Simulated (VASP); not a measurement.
# As (I4_1/amd) in VASP: single point with PBE

Aim: the single point of As with PBE.

Program: VASP 6.6.1. These are calculated values, not measurements. Logs are shortened: lines on timing, memory, paths and dates and some standing lists are left out, and cuts for length are marked.

**1. The cell of the first run**

It takes space group I4_1/amd (No. 141, tetragonal). Conventional cell: a = 3.451 Å, b = 3.451 Å, c = 14.418 Å, α = 90.00°, β = 90.00°, γ = 90.00°. As (site symmetry 2mm) has 10 As at 2.68 to 3.45 Å within 3.5 Å.

**2. Single point, PBE**

Contents of INCAR:

```
ALGO = Normal
EDIFF = 1E-6
ENCUT = 520
GGA = PE
ISIF = 2
ISMEAR = 0
LASPH = T
LCHARG = F
LREAL = F
LWAVE = F
NBANDS = 18
NELM = 100
PREC = Accurate
SIGMA = 0.1
```

Contents of KPOINTS:

```
k-points
0
Gamma
  18 18 18
```

Contents of POSCAR:

```
As
1.0
   -1.7254662269      1.7254662269      7.2090996843
    1.7254662269     -1.7254662269      7.2090996843
    1.7254662269      1.7254662269     -7.2090996843
As
4
Direct
    0.7882151994      0.7882151994      0.0000000000
    0.5382151994      0.0382151994      0.5000000000
    0.9617848006      0.4617848006      0.5000000000
    0.2117848006      0.2117848006      0.0000000000
```

Potentials or basis: VASP PAW PBE potentials, release 64 (As).

The run is started by

```sh
$ cat potpaw_PBE.64/As/POTCAR > POTCAR
$ mpirun -np 1 vasp_std > vasp.out
```

OUTCAR:

```text
EDIFF = 1E-6
   ENCUT = 520
   GGA = PE
   ISIF = 2
   ISMEAR = 0
   LASPH = T
   LREAL = F
   NELM = 100
   PREC = Accurate

 ion  position               nearest neighbor table
   1  0.788  0.788  0.000-   4 2.68   4 2.68   4 2.68   4 2.68
   2  0.538  0.038  0.500-   3 2.68   3 2.68   3 2.68   3 2.68
   3  0.962  0.462  0.500-   2 2.68   2 2.68   2 2.68   2 2.68
   4  0.212  0.212  0.000-   1 2.68   1 2.68   1 2.68   1 2.68

  LATTYP: Found a body centered tetragonal cell.
 ALAT       =     3.4509324538
 C/A-ratio  =     4.1780589918

  Lattice vectors:

 A1 = (  -1.7254662269,   1.7254662269,   7.2090996843)
 A2 = (   1.7254662269,  -1.7254662269,   7.2090996843)
 A3 = (   1.7254662269,   1.7254662269,  -7.2090996843)

Analysis of symmetry for initial positions (statically):
=====================================================================
 Subroutine PRICEL returns:
 Original cell was already a primitive cell.

 Routine SETGRP: Setting up the symmetry group for a
 body centered tetragonal supercell.

 Subroutine GETGRP returns: Found 16 space group operations
 (whereof  8 operations were pure point group operations)
 out of a pool of 16 trial point group operations.

The static configuration has the point symmetry D_2d.
 The point group associated with its full space group is D_4h.

Analysis of symmetry for dynamics (positions and initial velocities):
=====================================================================
 Subroutine PRICEL returns:
 Original cell was already a primitive cell.

 Routine SETGRP: Setting up the symmetry group for a
 body centered tetragonal supercell.

 Subroutine GETGRP returns: Found 16 space group operations
 (whereof  8 operations were pure point group operations)
 out of a pool of 16 trial point group operations.

The dynamic configuration has the point symmetry D_2d.
 The point group associated with its full space group is D_4h.

 Subroutine INISYM returns: Found 16 space group operations
 (whereof  8 operations are pure point group operations),
 and found     1 'primitive' translations

----------------------------------------------------------------------------------------

                                     Primitive cell

  volume of cell :      85.8527

  direct lattice vectors                    reciprocal lattice vectors
[... 86 lines left out ...]
   LNONCOLLINEAR =      F non collinear calculations
   LSORBIT =      F    spin-orbit coupling
   LASPH  =      T    aspherical Exc in radial PAW
   ENCUT  =  520.0 eV  38.22 Ry    6.18 a.u.  14.15 14.15 14.15*2*pi/ulx,y,z
   NELM   =    100;   NELMIN=  2; NELMDL= -5     # of ELM steps
   EDIFF  = 0.1E-05   stopping-criterion for ELM
   LREAL  =      F    real-space projection
   EDIFFG = 0.1E-04   stopping-criterion for IOM
   NSW    =      0    number of steps for IOM
   IBRION =     -1    ionic relax: 0-MD 1-quasi-New 2-CG
   NFREE  =      0    steps in history (QN), initial steepest desc. (CG)
   ISIF   =      2    stress and relaxation
   ISYM   =      2    0-nonsym 1-usesym 2-fastsym
   POTIM  = 0.5000    time-step for ionic-motion
   TEBEG  =    0.0;   TEEND  =   0.0 temperature during run
   PSTRESS=    0.0 pullay stress
   NELECT =      20.0000    total number of electrons
   NUPDOWN=      -1.0000    fix difference up-down
   EMIN   =  10.00;   EMAX   =-10.00  energy-range for DOS
   EFERMI =   0.00;   METHOD = LEGACY
   ISMEAR =     0;   SIGMA  =   0.10  broadening in eV -4-tet -1-fermi 0-gaus
   EFERMI_NEDOS =   21; number of points for ismear=-14 and -15
   IALGO  =     38    algorithm
   IMIX   =      4    mixing-type and parameters
     AMIX     =   0.40;   BMIX     =  1.00
     AMIX_MAG =   1.60;   BMIX_MAG =  1.00
  volume/ion in A,a.u.               =      21.46       144.84
  Fermi-wavevector in a.u.,A,eV,Ry     =   1.007319  1.903556 13.805706  1.014691
  Thomas-Fermi vector in A             =   2.140116
   LORBIT       =      0    0 simple, 1 ext, 2 COOP (PROOUT), +10 PAW based schemes
   GGA     = PE    functional components
   LHFCALC =     F    Hartree Fock is set to
   AEXX    =    0.0000 exact exchange contribution
   IVDW    =     0    specifies the selected vdW correction
   LEPSILON=     F    determine dielectric tensor
   LRPA    =     F    only Hartree local field effects (RPA)
 non-spin polarized calculation
 Gauss-broadening in eV      SIGMA  =   0.10
  energy-cutoff  :      520.00
  volume of cell :       85.85
 maximum number of plane-waves:      2346
 NGX is ok and might be reduce to    60
   NGX = 29   NGY = 29   NGZ = 29

 number of electron      20.0000001 magnetization

 Free energy of the ion-electron system (eV)
  ---------------------------------------------------
  ext. energy  EPLUGINS =         0.00000000
  ---------------------------------------------------
  free energy    TOTEN  =       -17.56450589 eV

  energy without entropy =      -17.55606965  energy(sigma->0) =      -17.56028777

 E-fermi :   5.0125     XC(G=0): -10.0409

 val. band max:        5.0044964458   @ k =  -0.2778   0.3333   0.1667
 cond. band min:       5.0143835448   @ k =   0.2222  -0.0000   0.0000
 fundamental gap:      0.0098870990
 Fermi energy:         5.0125143251

 k-point     1 :       0.0000    0.0000    0.0000
  band No.  band energies     occupation
      1      -9.4974      2.00000
      2      -8.3460      2.00000
      3      -4.4580      2.00000
      4      -1.0059      2.00000
      5       3.0930      2.00000
      6       3.0930      2.00000
[... 481 lines left out ...]
      5       0.1277      2.00000
      6       2.2951      2.00000
[... 10 lines left out ...]
     17      12.2140      0.00000
     18      12.3829      0.00000

 [... further k-points ...]
[... 5 lines left out ...]
  --------------------------------------------------------------------------------------
  -------------------------------------------------------------------------------------
  Total        0.1056928      0.1056928      0.0605260      0.0000000     -0.0000000      0.0000000
  in kB        1.9724325      1.9724325      1.1295326      0.0000000     -0.0000000      0.0000000
  external PRESSURE =       1.6914659 kB  Pullay stress =       0.0000000 kB

 VOLUME and BASIS-vectors are now :
 -----------------------------------------------------------------------------
  energy-cutoff  :      520.00
  volume of cell :       85.85
      direct lattice vectors                 reciprocal lattice vectors
    -1.725466227  1.725466227  7.209099684     0.000000000  0.289776753  0.069356788
     1.725466227 -1.725466227  7.209099684     0.289776753  0.000000000  0.069356788
     1.725466227  1.725466227 -7.209099684     0.289776753  0.289776753  0.000000000

 POSITION                                       TOTAL-FORCE (eV/Angst)
 -----------------------------------------------------------------------------------
      0.00000      0.00000     11.36464         0.000000      0.000000      0.018207
      0.00000      1.72547      0.55099        -0.000000     -0.000000      0.018207
      0.00000      1.72547      6.65811         0.000000      0.000000     -0.018207
      0.00000      0.00000      3.05356        -0.000000     -0.000000     -0.018207
 -----------------------------------------------------------------------------------
    total drift:                               -0.000000     -0.000000     -0.000000

  FREE ENERGIE OF THE ION-ELECTRON SYSTEM (eV)
  ---------------------------------------------------
  free  energy   TOTEN  =       -17.5645058912 eV

  energy  without entropy=      -17.5560696510  energy(sigma->0) =      -17.56028777
```

stdout:

```text
POSCAR found type information on POSCAR As
 POSCAR found :  1 types and       4 ions
 scaLAPACK will be used
 LDA part: xc-table for (Slater+PW92), standard interpolation
 POSCAR, INCAR and KPOINTS ok, starting setup
 FFT: planning ... GRIDC
 FFT: planning ... GRID_SOFT
 FFT: planning ... GRID
 WAVECAR not read
 entering main loop
```

It took 31 min on 1 thread of Intel Xeon Platinum 8375C at 2.90GHz (Ice Lake), shared host; peak memory 0.85 GiB.

What came out:

```yaml
Free_energy: -17.5645 eV
Pressure: 0.2 GPa
Largest_force: 0.018 eV/Å
Band_gap_on_the_k_mesh: zero (band 10 reaches 6.01 eV, above the bottom of band 11 at 3.84 eV)
```

Forces on the atoms (eV/Å):
```
As   0.000  0.000  0.018
As   0.000  0.000  0.018
As   0.000  0.000 -0.018
As   0.000  0.000 -0.018
```
